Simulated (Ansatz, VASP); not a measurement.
## Two plane-wave programs on FeS2

Contents of INCAR:

```
  PREC = Accurate
  ENCUT = 520
  EDIFF = 1E-7
  ISMEAR = 0
  SIGMA = 0.02
  LREAL = F
  LASPH = T
  NELM = 120
  ALGO = Normal
  ISIF = 2
  LWAVE = F
  LCHARG = F
  GGA = PS
  IBRION = 2
  NSW = 60
  EDIFFG = -0.008
  GGA_COMPAT = F
  NELMIN = 4
  KPAR = 4
```

The input KPOINTS:

```
Automatic mesh
0
Gamma
  6 6 8
```

Contents of POSCAR:

```
FeS2
1.0
    4.3674117449      0.0000000000      0.0000000000
    0.0000000000      5.3331402397      0.0000000000
    0.0000000000      0.0000000000      3.4113086584
Fe S
2 4
Direct
    0.5000000000      0.5000000000      0.5000000000
    0.0000000000      0.0000000000      0.0000000000
    0.2919052605      0.8745041085      0.5000000000
    0.7080947395      0.1254958915      0.5000000000
    0.2080947395      0.3745041085      0.0000000000
    0.7919052605      0.6254958915      0.0000000000
```

Input for Ansatz:

```yaml
crystal:
  lattice:
    - [4.3674117449, 0.0, 0.0]
    - [0.0, 5.3331402397, 0.0]
    - [0.0, 0.0, 3.4113086584]
  atoms:
    - { symbol: Fe, position: [0.5, 0.5, 0.5] }
    - { symbol: Fe, position: [0.0, 0.0, 0.0] }
    - { symbol: S, position: [0.2919052605, 0.8745041085, 0.5] }
    - { symbol: S, position: [0.7080947395, 0.1254958915, 0.5] }
    - { symbol: S, position: [0.2080947395, 0.3745041085, 0.0] }
    - { symbol: S, position: [0.7919052605, 0.6254958915, 0.0] }
basis:
  ecutwfc: 420
kpoints:
  mp_grid: { grid: [6, 6, 8] }
hamiltonian:
  xc: pbesol
scf:
  occupations: { method: gaussian, width: 0.02 }
output:
  forces: true
  stress: true
  eigenvalues: true
relax:
  adjacent_minimum: "off"
  f_tol: 0.008
  max_steps: 40
```

Change from the starting cell: strain along c alone, the other axes held, atoms relaxed: +2.0 %.

Alike in both runs: task relaxation of the atoms; functional PBEsol; k mesh 6 × 6 × 8; occupations gaussian, width 0.02 eV; no spin polarisation.

|  | VASP | Ansatz |
| --- | --- | --- |
| version | VASP 6.6.1 | Ansatz 0.2.0 |
| potentials or method | VASP PAW PBE potentials, release 64 (Fe, S), cutoff 520 eV | scalar-relativistic, plane waves, PAW |
| valence electrons in the cell | 40 | 56 |

Ansatz gave:

| Item | Value |
| --- | --- |
| gap on the k mesh at the Fermi level, each at its own relaxed structure (eV) | 0.94 |

Q: What did VASP give for the same quantities?

A: gap on the k mesh at the Fermi level, each at its own relaxed structure (eV): 0.92.

VASP's potentials were made for PBE, not for PBEsol. VASP's potentials hold 40 valence electrons a cell and Ansatz's 56, so a difference there can come from the potentials and not from the codes. Ansatz's warnings: stress scf threshold loose.
